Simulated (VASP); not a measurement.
Runs of VASP 6.6.1 on LaMn3. The structure is that of space group Pm-3m (No. 221), or close to it. The cells are those of the table. 

```csv
cell,gap on the mesh (eV),pressure (GPa),moment (μB)
"a = 4.220 Å, 4 atoms",none,-1.7,9.75
"a = 4.087 Å, 4 atoms",none,4.6,9.37
"a = 4.260 Å, 4 atoms",none,-3.4,(b)
"a = 4.192 Å, 4 atoms",none,(a),9.65
"a = 4.108 Å, 4 atoms",none,3.2,9.37
"a = 4.137 Å, 4 atoms",none,(c),9.37
```

Alike in all rows: task single point; level PBE; potentials or basis VASP PAW PBE potentials, release 64 (La, Mn_pv); spin collinear, ferromagnetic start; k mesh 8 × 8 × 8; cutoff (eV) 520; smearing gaussian 0.05 eV.

Q: Estimate the missing entries.

A: (a) -0.6; (b) 9.77; (c) 1.4.

Caveats: spin-orbit coupling is left out, which moves the levels of the heavy elements; the cell stands under pressure (at least some runs); the cell stands under tension (at least some runs).

A k mesh can miss the band edges, and the runs leave out spin-orbit coupling on La.

A gap of «none» marks levels without a gap at the run's occupations.
